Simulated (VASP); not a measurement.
# PtC3 (P4/mmm) in VASP: notebook

The runs below take PtC3 through single point, relaxation of cell and atoms, with PBE.

Everything below comes from runs of VASP 6.6.1. Logs are shortened: lines on timing, memory, paths and dates and some standing lists are left out, and cuts for length are marked.

## 1. The cell of the first run

Symmetry: P4/mmm, No. 123, tetragonal system. The conventional cell has a = 3.321 Å, b = 3.321 Å, c = 3.287 Å, α = 90.00°, β = 90.00°, γ = 90.00°. Within 3.1 Å of Pt (site symmetry 4/mmm) lie 12 C at 2.34 to 2.35 Å. Within 3.1 Å of C (site symmetry mmm) lie 4 Pt at 2.34 Å and 8 C at 2.34 to 2.35 Å. Within 3.1 Å of C (site symmetry 4/mmm) lie 8 C at 2.34 Å and 4 Pt at 2.35 Å.

## 2. Single point, PBE

Input file INCAR:

```
SYSTEM = PtC3
ALGO = Normal
EDIFF = 1E-6
ENCUT = 520
GGA = PE
ISIF = 2
ISMEAR = 0
LASPH = .TRUE.
LCHARG = .FALSE.
LREAL = .FALSE.
LWAVE = .FALSE.
NBANDS = 19
NELM = 80
PREC = Accurate
SIGMA = 0.1
```

Input file KPOINTS:

```
k-points
0
G
  6 6 6
  0 0 0
```

Input file POSCAR:

```
PtC3
1.0
    3.3209655736      0.0000000000      0.0000000000
    0.0000000000      3.3209655736      0.0000000000
    0.0000000000      0.0000000000      3.2868306826
Pt C
1 3
Direct
    0.0000000000      0.0000000000      0.0000000000
    0.0000000000      0.5000000000      0.5000000000
    0.5000000000      0.0000000000      0.5000000000
    0.5000000000      0.5000000000      0.0000000000
```

Potentials or basis: VASP PAW PBE potentials, release 64 (Pt, C).

The run is started by

```sh
$ cat potpaw_PBE.64/Pt/POTCAR potpaw_PBE.64/C/POTCAR > POTCAR
$ mpirun -np 1 vasp_std > vasp.out
```

OUTCAR:

```text
SYSTEM = PtC3
   EDIFF = 1E-6
   ENCUT = 520
   GGA = PE
   ISIF = 2
   ISMEAR = 0
   LASPH = .TRUE.
   LREAL = .FALSE.
   NELM = 80
   PREC = Accurate

 ion  position               nearest neighbor table
   1  0.000  0.000  0.000-   2 2.34   3 2.34   2 2.34   3 2.34   2 2.34   2 2.34   3 2.34   3 2.34
                             4 2.35   4 2.35   4 2.35   4 2.35
   2  0.000  0.500  0.500-   1 2.34   1 2.34   1 2.34   1 2.34
   3  0.500  0.000  0.500-   1 2.34   1 2.34   1 2.34   1 2.34
   4  0.500  0.500  0.000-   1 2.35   1 2.35   1 2.35   1 2.35

  LATTYP: Found a simple tetragonal cell.
 ALAT       =     3.3209655736
 C/A-ratio  =     0.9897213957

  Lattice vectors:

 A1 = (   3.3209655736,   0.0000000000,   0.0000000000)
 A2 = (   0.0000000000,   3.3209655736,   0.0000000000)
 A3 = (   0.0000000000,   0.0000000000,   3.2868306826)

Analysis of symmetry for initial positions (statically):
=====================================================================
 Subroutine PRICEL returns:
 Original cell was already a primitive cell.

 Routine SETGRP: Setting up the symmetry group for a
 simple tetragonal supercell.

 Subroutine GETGRP returns: Found 16 space group operations
 (whereof 16 operations were pure point group operations)
 out of a pool of 16 trial point group operations.

The static configuration has the point symmetry D_4h.

Analysis of symmetry for dynamics (positions and initial velocities):
=====================================================================
 Subroutine PRICEL returns:
 Original cell was already a primitive cell.

 Routine SETGRP: Setting up the symmetry group for a
 simple tetragonal supercell.

 Subroutine GETGRP returns: Found 16 space group operations
 (whereof 16 operations were pure point group operations)
 out of a pool of 16 trial point group operations.

The dynamic configuration has the point symmetry D_4h.

 Subroutine INISYM returns: Found 16 space group operations
 (whereof 16 operations are pure point group operations),
 and found     1 'primitive' translations

----------------------------------------------------------------------------------------

                                     Primitive cell

  volume of cell :      36.2498

  direct lattice vectors                    reciprocal lattice vectors
     3.320965574  0.000000000  0.000000000     0.301117244  0.000000000  0.000000000
     0.000000000  3.320965574  0.000000000     0.000000000  0.301117244  0.000000000
     0.000000000  0.000000000  3.286830683     0.000000000  0.000000000  0.304244452

  length of vectors
     3.320965574  3.320965574  3.286830683     0.301117244  0.301117244  0.304244452

  position of ions in fractional coordinates (direct lattice)
     0.000000000  0.000000000  0.000000000
     0.000000000  0.500000000  0.500000000
     0.500000000  0.000000000  0.500000000
     0.500000000  0.500000000  0.000000000

  ion indices of the primitive-cell ions
   primitive index   ion index
                 1           1
                 2           2
                 3           3
                 4           4

----------------------------------------------------------------------------------------

 KPOINTS: k-points

Automatic generation of k-mesh.
 Grid dimensions read from file:
 generate k-points for:    6    6    6

 Generating k-lattice:

  Cartesian coordinates                     Fractional coordinates (reciprocal lattice)
     0.050186207  0.000000000  0.000000000     0.166666667  0.000000000  0.000000000
     0.000000000  0.050186207  0.000000000     0.000000000  0.166666667  0.000000000
     0.000000000  0.000000000  0.050707409     0.000000000  0.000000000  0.166666667

  Length of vectors
     0.050186207  0.050186207  0.050707409

  Shift w.r.t. Gamma in fractional coordinates (k-lattice)
     0.000000000  0.000000000  0.000000000

 Subroutine IBZKPT returns following result:
 ===========================================

 Found     40 irreducible k-points:

 Following reciprocal coordinates:
            Coordinates               Weight
  0.000000  0.000000  0.000000      1.000000
  0.166667  0.000000  0.000000      4.000000
  0.333333  0.000000  0.000000      4.000000
  0.500000  0.000000  0.000000      2.000000
  0.166667  0.166667  0.000000      4.000000
  0.333333  0.166667  0.000000      8.000000
[... 16 lines left out ...]
  0.333333  0.000000  0.333333      8.000000
  0.500000  0.000000  0.333333      4.000000
 [... further k-points ...]
   k-points           NKPTS =     40   k-points in BZ     NKDIM =     40   number of bands    NBANDS=     19
   number of dos      NEDOS =    301   number of ions     NIONS =      4
   total plane-waves  NPLWV =  18816
   dimension x,y,z NGX =    28 NGY =   28 NGZ =   24
   dimension x,y,z NGXF=    56 NGYF=   56 NGZF=   48
   ions per type =               1   3
   NGX,Y,Z   is equivalent  to a cutoff of  14.02, 14.02, 12.14 a.u.
   NGXF,Y,Z  is equivalent  to a cutoff of  28.03, 28.03, 24.28 a.u.
 SYSTEM =  PtC3
   PREC   = accura    normal or accurate (medium, high low for compatibility)
   ISTART =      0    job   : 0-new  1-cont  2-samecut
   ICHARG =      2    charge: 1-file 2-atom 10-const
   ISPIN  =      1    spin polarized calculation?
   LNONCOLLINEAR =      F non collinear calculations
   LSORBIT =      F    spin-orbit coupling
   LASPH  =      T    aspherical Exc in radial PAW
   ENCUT  =  520.0 eV  38.22 Ry    6.18 a.u.   6.17  6.17  6.11*2*pi/ulx,y,z
   NELM   =     80;   NELMIN=  2; NELMDL= -5     # of ELM steps
   EDIFF  = 0.1E-05   stopping-criterion for ELM
   LREAL  =      F    real-space projection
   EDIFFG = 0.1E-04   stopping-criterion for IOM
   NSW    =      0    number of steps for IOM
   IBRION =     -1    ionic relax: 0-MD 1-quasi-New 2-CG
   NFREE  =      0    steps in history (QN), initial steepest desc. (CG)
   ISIF   =      2    stress and relaxation
   ISYM   =      2    0-nonsym 1-usesym 2-fastsym
   POTIM  = 0.5000    time-step for ionic-motion
   TEBEG  =    0.0;   TEEND  =   0.0 temperature during run
   PSTRESS=    0.0 pullay stress
   NELECT =      22.0000    total number of electrons
   NUPDOWN=      -1.0000    fix difference up-down
   EMIN   =  10.00;   EMAX   =-10.00  energy-range for DOS
   EFERMI =   0.00;   METHOD = LEGACY
   ISMEAR =     0;   SIGMA  =   0.10  broadening in eV -4-tet -1-fermi 0-gaus
   EFERMI_NEDOS =   21; number of points for ismear=-14 and -15
   IALGO  =     38    algorithm
   IMIX   =      4    mixing-type and parameters
     AMIX     =   0.40;   BMIX     =  1.00
     AMIX_MAG =   1.60;   BMIX_MAG =  1.00
  volume/ion in A,a.u.               =       9.06        61.16
  Fermi-wavevector in a.u.,A,eV,Ry     =   1.386055  2.619264 26.138800  1.921148
  Thomas-Fermi vector in A             =   2.510407
   LORBIT       =      0    0 simple, 1 ext, 2 COOP (PROOUT), +10 PAW based schemes
   GGA     = PE    functional components
   LHFCALC =     F    Hartree Fock is set to
   AEXX    =    0.0000 exact exchange contribution
   IVDW    =     0    specifies the selected vdW correction
   LEPSILON=     F    determine dielectric tensor
   LRPA    =     F    only Hartree local field effects (RPA)
 non-spin polarized calculation
 Gauss-broadening in eV      SIGMA  =   0.10
  energy-cutoff  :      520.00
  volume of cell :       36.25
 maximum number of plane-waves:       996
 NGX is ok and might be reduce to    28
   NGX = 13   NGY = 13   NGZ = 13

 number of electron      22.0000000 magnetization

 Free energy of the ion-electron system (eV)
  ---------------------------------------------------
  ext. energy  EPLUGINS =         0.00000000
  ---------------------------------------------------
  free energy    TOTEN  =       -20.35493093 eV

  energy without entropy =      -20.34017495  energy(sigma->0) =      -20.34755294

 E-fermi :   9.4895     XC(G=0): -13.0833

 val. band max:        9.4823415769   @ k =   0.5000   0.0000   0.5000
 cond. band min:       9.5244045454   @ k =   0.5000   0.1667   0.3333
 fundamental gap:      0.0420629685
 Fermi energy:         9.4895181650

 k-point     1 :       0.0000    0.0000    0.0000
  band No.  band energies     occupation
      1      -7.0740      2.00000
      2       0.5832      2.00000
      3       0.7260      2.00000
      4       4.4527      2.00000
      5       4.4527      2.00000
      6       4.5898      2.00000
[... 11 lines left out ...]
     18      13.7883      0.00000
     19      27.0217      0.00000

 k-point     2 :       0.1667    0.0000    0.0000
  band No.  band energies     occupation
      1      -6.7205      2.00000
      2      -0.2278      2.00000
      3       0.9547      2.00000
      4       3.8175      2.00000
      5       3.9063      2.00000
      6       4.6749      2.00000
[... 11 lines left out ...]
     18      14.2784      0.00000
     19      25.1046      0.00000

 k-point     3 :       0.3333    0.0000    0.0000
  band No.  band energies     occupation
      1      -5.6993      2.00000
      2      -2.1072      2.00000
      3       1.7258      2.00000
      4       3.0386      2.00000
      5       3.0986      2.00000
      6       4.8231      2.00000
[... 11 lines left out ...]
     18      17.0715      0.00000
     19      22.4435      0.00000

 k-point     4 :       0.5000    0.0000    0.0000
  band No.  band energies     occupation
      1      -4.3218      2.00000
      2      -3.8551      2.00000
      3       2.6927      2.00000
      4       2.7410      2.00000
      5       2.7930      2.00000
      6       3.4254      2.00000
[... 407 lines left out ...]
     18      17.9844      0.00000
     19      22.4456      0.00000

 k-point    23 :       0.3333    0.0000    0.3333
  band No.  band energies     occupation
      1      -4.4858      2.00000
      2      -1.1923      2.00000
      3      -1.1049      2.00000
      4       2.3002      2.00000
      5       3.3759      2.00000
      6       3.9427      2.00000
[... 11 lines left out ...]
     18      18.9884      0.00000
     19      22.8570      0.00000

 k-point    24 :       0.5000    0.0000    0.3333
  band No.  band energies     occupation
      1      -3.5544      2.00000
      2      -2.4438      2.00000
      3      -0.5727      2.00000
      4       1.5620      2.00000
      5       3.3107      2.00000
      6       3.8281      2.00000
[... 11 lines left out ...]
     18      19.2605      0.00000
     19      22.1760      0.00000

 [... further k-points ...]
[... 5 lines left out ...]
  --------------------------------------------------------------------------------------
  -------------------------------------------------------------------------------------
  Total        3.5740555      3.5740555      3.1603747      0.0000000      0.0000000     -0.0000000
  in kB      157.9667919    157.9667919    139.6828491      0.0000000      0.0000000     -0.0000000
  external PRESSURE =     151.8721443 kB  Pullay stress =       0.0000000 kB

 VOLUME and BASIS-vectors are now :
 -----------------------------------------------------------------------------
  energy-cutoff  :      520.00
  volume of cell :       36.25
      direct lattice vectors                 reciprocal lattice vectors
     3.320965574  0.000000000  0.000000000     0.301117244  0.000000000  0.000000000
     0.000000000  3.320965574  0.000000000     0.000000000  0.301117244  0.000000000
     0.000000000  0.000000000  3.286830683     0.000000000  0.000000000  0.304244452

 POSITION                                       TOTAL-FORCE (eV/Angst)
 -----------------------------------------------------------------------------------
      0.00000      0.00000      0.00000         0.000000      0.000000      0.000000
      0.00000      1.66048      1.64342         0.000000      0.000000      0.000000
      1.66048      0.00000      1.64342         0.000000      0.000000      0.000000
      1.66048      1.66048      0.00000         0.000000      0.000000      0.000000
 -----------------------------------------------------------------------------------
    total drift:                               -0.000000      0.000000      0.000000

  FREE ENERGIE OF THE ION-ELECTRON SYSTEM (eV)
  ---------------------------------------------------
  free  energy   TOTEN  =       -20.3549309294 eV

  energy  without entropy=      -20.3401749474  energy(sigma->0) =      -20.34755294
```

It took 19 s on 1 thread of Intel Xeon Platinum 8259CL at 2.50GHz (Skylake/Cascade Lake), shared host; peak memory 0.16 GiB.

What came out:

```
Free energy            : -20.3549 eV
Pressure               : 15.2 GPa
Band gap on the k mesh : zero (band 11 reaches 9.70 eV, above the bottom of band 12 at 9.12 eV)
```

Levels at points of the mesh, in eV from the Fermi level:
```
           k point  band 9  band 10  band 11  band 12  band 13  band 14
(0.00, 0.00, 0.00)   -3.56    -1.24    -1.12     0.77     0.77     0.78
(0.50, 0.00, 0.00)   -1.51    -1.40     0.21     0.79     0.80     0.80
(0.50, 0.50, 0.00)   -1.95    -0.49    -0.14    -0.14    -0.06     3.74
(0.00, 0.00, 0.50)   -1.45    -1.45     0.08     0.79     0.80     0.80
(0.50, 0.00, 0.50)   -2.07    -0.57    -0.30    -0.26    -0.01     3.66
(0.50, 0.50, 0.50)   -2.57    -0.46    -0.37    -0.37     1.20     4.12
```

Caveat: spin-orbit coupling is left out, which moves the levels of the heavy elements.

(Continued in part 2 of 2.)
